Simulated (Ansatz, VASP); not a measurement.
Two plane-wave programs on InCuO

```xyz
3
Lattice="2.9363 0.0000 0.0000 0.0000 2.9363 0.0000 0.0000 0.0000 5.3766" Properties=species:S:1:pos:R:3 pbc="T T T"
In    0.0000    0.0000    0.0000
Cu    1.4681    1.4681    2.6883
O     0.0000    0.0000    2.6883
```

Alike in both runs: functional PBE; k mesh 6 × 6 × 4; occupations gaussian, width 0.1 eV; collinear spin.

Ansatz relaxed the structure, and its values are those at the end. VASP's run is a single point on that final structure, the one shown.

|  | VASP | Ansatz |
| --- | --- | --- |
| version | VASP 6.6.1 | Ansatz 0.2.0 |
| potentials or method | VASP PAW PBE potentials, release 64 (In_d, Cu, O), cutoff 520 eV | scalar-relativistic, plane waves, PAW |
| valence electrons in the cell | 30 | 38 |

|  | VASP | Ansatz | Ansatz less VASP |
| --- | --- | --- | --- |
| gap on the k mesh at the Fermi level (eV) | none | none | - |
| pressure (GPa) | 0.1 | -0.1 | -0.16 |
| net moment per atom (μB) | 0.00 | 0.00 | 0.000 |

A gap of «none» marks a metal or a gap that the smearing closes. With one functional, cell and mesh, what is left measures potentials, basis and numerics. VASP's potentials hold 30 valence electrons a cell and Ansatz's 38, so a difference there can come from the potentials and not from the codes. Ansatz's warnings: seeded moment not kept.
